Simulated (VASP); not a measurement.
Set up this calculation in VASP 6.6.1, as the native input.

```yaml
Task: single point
Functional: PBE
Potentials_or_basis: VASP PAW PBE potentials, release 64 (Si, C)
Cutoff: 520 eV
k_mesh: 12 × 12 × 4
Occupations: gaussian, width 0.05 eV
Spin: no spin polarisation
Dipole_correction: no
Further_INCAR_settings: ALGO = Normal; EDIFF = 1e-06; NBANDS = 26
```

The structure of SiC lies in POSCAR:

```
SiC
1.0
    3.0806140562     -0.0268228563     -0.0416160634
   -1.5635363030      2.7087932371     -0.0212258634
   -0.1362400935     -0.1588959913     10.1087695768
Si C
4 4
Direct
    0.6895912385      0.3768045104      0.9334951429
    0.3418198842      0.6720810189      0.4418820834
   -0.0054288570     -0.0093385336      0.6818422490
   -0.0095457051     -0.0210842649      0.1880538766
    0.6680912539      0.3206989611      0.7539598007
    0.3082237059      0.6592149962      0.2497603543
    0.0251281134     -0.0034753981      0.5014441052
   -0.0178796338      0.0050987101      0.0015603880
```

This cell differs from its parent crystal: atoms moved at random and the cell strained at random.

The input as run:

INCAR

```
SYSTEM = SiC
ALGO = Normal
EDIFF = 1E-6
ENCUT = 520
GGA = PE
ISIF = 2
ISMEAR = 0
LASPH = .TRUE.
LCHARG = .TRUE.
LELF = .TRUE.
LREAL = .FALSE.
LVHAR = .TRUE.
LWAVE = .FALSE.
NBANDS = 26
NELM = 60
PREC = Accurate
SIGMA = 0.05
```

KPOINTS

```
k-points
0
G
  12 12 4
  0 0 0
```

Potentials or basis: VASP PAW PBE potentials, release 64 (Si, C).

The run is started by

```bash
$ cat potpaw_PBE.64/Si/POTCAR potpaw_PBE.64/C/POTCAR > POTCAR
$ mpirun -np 1 vasp_std > vasp.out
```

Results of the run:

- Pressure: 1.5 GPa
- Largest force: 2.789 eV/Å
- Band gap on the k mesh: 1.12 eV (least direct gap 2.58 eV)

Caveat: the cell differs from its parent crystal (atoms moved at random and the cell strained at random); the stress differs along the axes, from -2 to 5 GPa; forces of over 1 eV/Å act on the atoms, so gaps and moduli don't describe the material at rest.

It took 15 min on 1 thread of Intel Xeon 8259CL, with other jobs on the host, peak memory 0.55 GiB.
